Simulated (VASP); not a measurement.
# BN (Fmm2) in VASP: single point with PBEsol

Aim: the single point of BN with PBEsol.

Program: VASP 6.6.1. These are calculated values, not measurements. Logs are shortened: lines on timing, memory, paths and dates and some standing lists are left out, and cuts for length are marked.

## 1. The cell of the first run

Symmetry: Fmm2, No. 42, orthorhombic system. The conventional cell has a = 2.503 Å, b = 6.991 Å, c = 4.332 Å, α = 90.00°, β = 90.00°, γ = 90.00°. Within 1.9 Å of B (site symmetry mm2) lie 3 N at 1.44 Å. N (site symmetry mm2) has 3 B at 1.44 Å within 1.9 Å.

## 2. Single point, PBEsol

File INCAR:

```
SYSTEM = BN
PREC = Accurate
ENCUT = 600
EDIFF = 1E-6
ISMEAR = 0
SIGMA = 0.01
LREAL = .FALSE.
LASPH = .TRUE.
NELM = 120
ALGO = Normal
ISIF = 2
LWAVE = .FALSE.
LCHARG = .FALSE.
GGA = PS
NBANDS = 11
GGA_COMPAT = .FALSE.
```

File KPOINTS:

```
regular mesh
0
G
  6 6 6
  0 0 0
```

File POSCAR:

```
BN
1.0
    0.0000000000      3.4953160000      2.1660910000
    1.2516320000      0.0000000000      2.1660910000
    1.2516320000      3.4953160000      0.0000000000
B N
1 1
Direct
    0.0000490000      0.0000490000      0.9999510000
    0.6666666667      0.6666666667      0.3333333333
```

Potentials or basis: VASP PAW PBE potentials, release 64 (B, N).

The run is started by

```sh
> cat potpaw_PBE.64/B/POTCAR potpaw_PBE.64/N/POTCAR > POTCAR
> mpirun -np 1 vasp_std > vasp.out
```

OUTCAR:

```text
SYSTEM = BN
   PREC = Accurate
   ENCUT = 600
   EDIFF = 1E-6
   ISMEAR = 0
   LREAL = .FALSE.
   LASPH = .TRUE.
   NELM = 120
   ISIF = 2
   GGA = PS

 ion  position               nearest neighbor table
   1  0.000  0.000  1.000-   2 1.44   2 1.44   2 1.44
   2  0.667  0.667  0.333-   1 1.44   1 1.44   1 1.44

  LATTYP: Found a face centered orthorhombic cell.
 ALAT       =     2.5032640000
 B/A-ratio  =     1.7306133113
 C/A-ratio  =     2.7926067726

  Lattice vectors:

 A1 = (   0.0000000000,   3.4953160000,   2.1660910000)
 A2 = (  -1.2516320000,   3.4953160000,   0.0000000000)
 A3 = (  -1.2516320000,   0.0000000000,   2.1660910000)

Analysis of symmetry for initial positions (statically):
=====================================================================
 Subroutine PRICEL returns:
 Original cell was already a primitive cell.

 Routine SETGRP: Setting up the symmetry group for a
 face centered orthorhombic supercell.

 Subroutine GETGRP returns: Found  4 space group operations
 (whereof  4 operations were pure point group operations)
 out of a pool of  8 trial point group operations.

The static configuration has the point symmetry C_2v.

Analysis of symmetry for dynamics (positions and initial velocities):
=====================================================================
 Subroutine PRICEL returns:
 Original cell was already a primitive cell.

 Routine SETGRP: Setting up the symmetry group for a
 face centered orthorhombic supercell.

 Subroutine GETGRP returns: Found  4 space group operations
 (whereof  4 operations were pure point group operations)
 out of a pool of  8 trial point group operations.

The dynamic configuration has the point symmetry C_2v.

 Subroutine INISYM returns: Found  4 space group operations
 (whereof  4 operations are pure point group operations),
 and found     1 'primitive' translations

----------------------------------------------------------------------------------------

                                     Primitive cell

  volume of cell :      18.9526

  direct lattice vectors                    reciprocal lattice vectors
     0.000000000  3.495316000  2.166091000    -0.399478441  0.143048583  0.230830561
     1.251632000  0.000000000  2.166091000     0.399478441 -0.143048583  0.230830561
     1.251632000  3.495316000  0.000000000     0.399478441  0.143048583 -0.230830561

  length of vectors
     4.112077840  2.501705995  3.712656273     0.483041064  0.483041064  0.483041064

  position of ions in fractional coordinates (direct lattice)
     0.000049000  0.000049000  0.999951000
     0.666666667  0.666666667  0.333333333

  ion indices of the primitive-cell ions
   primitive index   ion index
                 1           1
                 2           2

----------------------------------------------------------------------------------------

 KPOINTS: regular mesh

Automatic generation of k-mesh.
 Grid dimensions read from file:
 generate k-points for:    6    6    6

 Generating k-lattice:

  Cartesian coordinates                     Fractional coordinates (reciprocal lattice)
    -0.066579740  0.023841430  0.038471760     0.166666667  0.000000000  0.000000000
     0.066579740 -0.023841430  0.038471760     0.000000000  0.166666667  0.000000000
     0.066579740  0.023841430 -0.038471760    -0.000000000 -0.000000000  0.166666667

  Length of vectors
     0.080506844  0.080506844  0.080506844

  Shift w.r.t. Gamma in fractional coordinates (k-lattice)
     0.000000000  0.000000000  0.000000000

 Subroutine IBZKPT returns following result:
 ===========================================

 Found     46 irreducible k-points:

 Following reciprocal coordinates:
            Coordinates               Weight
  0.000000  0.000000  0.000000      1.000000
  0.166667  0.000000  0.000000      8.000000
  0.333333  0.000000  0.000000      8.000000
  0.500000  0.000000  0.000000      4.000000
  0.166667  0.166667  0.000000      2.000000
  0.333333  0.166667  0.000000      8.000000
[... 16 lines left out ...]
 -0.166667  0.166667  0.166667      8.000000
  0.500000  0.333333  0.166667      4.000000
 [... further k-points ...]
   k-points           NKPTS =     46   k-points in BZ     NKDIM =     46   number of bands    NBANDS=     11
   number of dos      NEDOS =    301   number of ions     NIONS =      2
   total plane-waves  NPLWV =  21600
   dimension x,y,z NGX =    36 NGY =   20 NGZ =   30
   dimension x,y,z NGXF=    72 NGYF=   40 NGZF=   60
   ions per type =               1   1
   NGX,Y,Z   is equivalent  to a cutoff of  14.55, 13.29, 13.43 a.u.
   NGXF,Y,Z  is equivalent  to a cutoff of  29.11, 26.58, 26.87 a.u.
 SYSTEM =  BN
   PREC   = accura    normal or accurate (medium, high low for compatibility)
   ISTART =      0    job   : 0-new  1-cont  2-samecut
   ICHARG =      2    charge: 1-file 2-atom 10-const
   ISPIN  =      1    spin polarized calculation?
   LNONCOLLINEAR =      F non collinear calculations
   LSORBIT =      F    spin-orbit coupling
   LASPH  =      T    aspherical Exc in radial PAW
   ENCUT  =  600.0 eV  44.10 Ry    6.64 a.u.   8.21  5.00  7.42*2*pi/ulx,y,z
   NELM   =    120;   NELMIN=  2; NELMDL= -5     # of ELM steps
   EDIFF  = 0.1E-05   stopping-criterion for ELM
   LREAL  =      F    real-space projection
   EDIFFG = 0.1E-04   stopping-criterion for IOM
   NSW    =      0    number of steps for IOM
   IBRION =     -1    ionic relax: 0-MD 1-quasi-New 2-CG
   NFREE  =      0    steps in history (QN), initial steepest desc. (CG)
   ISIF   =      2    stress and relaxation
   ISYM   =      2    0-nonsym 1-usesym 2-fastsym
   POTIM  = 0.5000    time-step for ionic-motion
   TEBEG  =    0.0;   TEEND  =   0.0 temperature during run
   PSTRESS=    0.0 pullay stress
   NELECT =       8.0000    total number of electrons
   NUPDOWN=      -1.0000    fix difference up-down
   EMIN   =  10.00;   EMAX   =-10.00  energy-range for DOS
   EFERMI =   0.00;   METHOD = LEGACY
   ISMEAR =     0;   SIGMA  =   0.01  broadening in eV -4-tet -1-fermi 0-gaus
   EFERMI_NEDOS =   21; number of points for ismear=-14 and -15
   IALGO  =     38    algorithm
   IMIX   =      4    mixing-type and parameters
     AMIX     =   0.40;   BMIX     =  1.00
     AMIX_MAG =   1.60;   BMIX_MAG =  1.00
  volume/ion in A,a.u.               =       9.48        63.95
  Fermi-wavevector in a.u.,A,eV,Ry     =   1.228047  2.320672 20.518930  1.508099
  Thomas-Fermi vector in A             =   2.362987
   LORBIT       =      0    0 simple, 1 ext, 2 COOP (PROOUT), +10 PAW based schemes
   GGA     = PS    functional components
   LHFCALC =     F    Hartree Fock is set to
   AEXX    =    0.0000 exact exchange contribution
   IVDW    =     0    specifies the selected vdW correction
   LEPSILON=     F    determine dielectric tensor
   LRPA    =     F    only Hartree local field effects (RPA)
 non-spin polarized calculation
 Gauss-broadening in eV      SIGMA  =   0.01
  energy-cutoff  :      600.00
  volume of cell :       18.95
 maximum number of plane-waves:       650
 NGX is ok and might be reduce to    36
   NGX = 17   NGY =  9   NGZ = 15

 number of electron       8.0000000 magnetization

 Free energy of the ion-electron system (eV)
  ---------------------------------------------------
  ext. energy  EPLUGINS =         0.00000000
  ---------------------------------------------------
  free energy    TOTEN  =       -18.28644448 eV

  energy without entropy =      -18.28644448  energy(sigma->0) =      -18.28644448

 E-fermi :   1.9554     XC(G=0):  -9.9639

 val. band max:        1.8994496136   @ k =   0.5000  -0.3333   0.1667
 cond. band min:       5.6356552810   @ k =   0.0000   0.5000   0.5000
 fundamental gap:      3.7362056673
 Fermi energy:         1.9553530015

 k-point     1 :       0.0000    0.0000    0.0000
  band No.  band energies     occupation
      1     -15.9316      2.00000
      2      -2.6129      2.00000
      3       0.5016      2.00000
      4       0.5103      2.00000
      5       6.5679      0.00000
      6      13.3662      0.00000
      7      13.4250      0.00000
      8      14.8409      0.00000
      9      16.3070      0.00000
     10      27.2596      0.00000
     11      28.4712      0.00000

 k-point     2 :       0.1667    0.0000    0.0000
  band No.  band energies     occupation
      1     -15.3825      2.00000
      2      -2.0794      2.00000
      3      -1.4680      2.00000
      4      -0.3922      2.00000
      5       7.7191      0.00000
      6      13.0228      0.00000
      7      13.1737      0.00000
      8      15.5936      0.00000
      9      17.8664      0.00000
     10      24.1392      0.00000
     11      28.1416      0.00000

 k-point     3 :       0.3333    0.0000    0.0000
  band No.  band energies     occupation
      1     -13.9085      2.00000
      2      -5.0601      2.00000
      3      -1.7571      2.00000
      4      -0.5174      2.00000
      5       8.6859      0.00000
      6      10.8491      0.00000
      7      13.1189      0.00000
      8      19.5597      0.00000
      9      20.4244      0.00000
     10      21.0326      0.00000
     11      25.7399      0.00000

 k-point     4 :       0.5000    0.0000    0.0000
  band No.  band energies     occupation
      1     -12.7120      2.00000
      2      -7.1065      2.00000
      3      -2.3132      2.00000
      4       0.8744      2.00000
      5       6.4419      0.00000
      6      11.6511      0.00000
      7      15.0273      0.00000
      8      17.3374      0.00000
      9      21.4725      0.00000
     10      23.6298      0.00000
     11      24.9295      0.00000
[... 239 lines left out ...]
 k-point    22 :      -0.3333    0.1667    0.1667
  band No.  band energies     occupation
      1     -12.7840      2.00000
      2      -6.2819      2.00000
      3      -3.4812      2.00000
      4       0.4923      2.00000
      5       7.1987      0.00000
      6      13.6364      0.00000
      7      14.9862      0.00000
      8      16.9387      0.00000
      9      19.6890      0.00000
     10      22.2918      0.00000
     11      23.5571      0.00000

 k-point    23 :      -0.1667    0.1667    0.1667
  band No.  band energies     occupation
      1     -12.8403      2.00000
      2      -6.2604      2.00000
      3      -3.4679      2.00000
      4       1.0361      2.00000
      5       7.1050      0.00000
      6      12.1170      0.00000
      7      14.9042      0.00000
      8      16.1803      0.00000
      9      19.6632      0.00000
     10      23.1864      0.00000
     11      24.2959      0.00000

 k-point    24 :       0.5000    0.3333    0.1667
  band No.  band energies     occupation
      1     -13.9069      2.00000
      2      -5.1003      2.00000
      3      -1.7598      2.00000
      4      -0.4992      2.00000
      5       9.0401      0.00000
      6      10.8831      0.00000
      7      13.2362      0.00000
      8      18.3516      0.00000
      9      20.4537      0.00000
     10      22.4010      0.00000
     11      25.0033      0.00000

 [... further k-points ...]
[... 5 lines left out ...]
  --------------------------------------------------------------------------------------
  -------------------------------------------------------------------------------------
  Total        0.1189856     -0.0032665      0.1246274      0.0000000      0.0000000      0.0000000
  in kB       10.0585429     -0.2761348     10.5354777      0.0000000      0.0000000      0.0000000
  external PRESSURE =       6.7726286 kB  Pullay stress =       0.0000000 kB

 VOLUME and BASIS-vectors are now :
 -----------------------------------------------------------------------------
  energy-cutoff  :      600.00
  volume of cell :       18.95
      direct lattice vectors                 reciprocal lattice vectors
     0.000000000  3.495316000  2.166091000    -0.399478441  0.143048583  0.230830561
     1.251632000  0.000000000  2.166091000     0.399478441 -0.143048583  0.230830561
     1.251632000  3.495316000  0.000000000     0.399478441  0.143048583 -0.230830561

 POSITION                                       TOTAL-FORCE (eV/Angst)
 -----------------------------------------------------------------------------------
      1.25163      3.49532      0.00021         0.000000      0.000000      0.012367
      1.25163      3.49532      2.88812         0.000000      0.000000     -0.012367
 -----------------------------------------------------------------------------------
    total drift:                                0.000004     -0.000003     -0.000066

  FREE ENERGIE OF THE ION-ELECTRON SYSTEM (eV)
  ---------------------------------------------------
  free  energy   TOTEN  =       -18.2864444791 eV

  energy  without entropy=      -18.2864444791  energy(sigma->0) =      -18.28644448
```

Wall time 21 s (1 thread of Intel Xeon 8259CL, shared host); peak memory 0.15 GiB.

Results:

| Property | Result |
| --- | --- |
| Free energy | -18.2864 eV |
| Pressure | 0.7 GPa |
| Largest force | 0.012 eV/Å |
| Band gap on the k mesh | 3.74 eV, indirect (least direct gap 4.49 eV) |

Forces on the atoms (eV/Å):
```
B    0.000  0.000  0.012
N    0.000  0.000 -0.012
```

Levels at points of the mesh, in eV from the valence-band top:
```tsv
k point	band 1	band 2	band 3	band 4	band 5	band 6	band 7	band 8
(0.00, 0.00, 0.00)	-17.83	-4.51	-1.40	-1.39	4.67	11.47	11.53	12.94
(0.50, 0.00, 0.00)	-14.61	-9.01	-4.21	-1.02	4.54	9.75	13.13	15.44
(0.50, 0.50, 0.00)	-14.66	-9.10	-4.21	-0.52	5.72	9.32	12.01	13.56
(0.50, 0.00, 0.50)	-17.63	-6.19	-1.41	-1.39	9.43	11.42	11.49	11.88
(0.00, 0.50, 0.50)	-14.55	-8.91	-4.25	-1.48	3.74	9.83	14.31	18.38
```

Caveat: the k points lie up to 0.51 Å⁻¹ apart; the PAW data sets were made with another functional, which shifts forces and pressure a little.
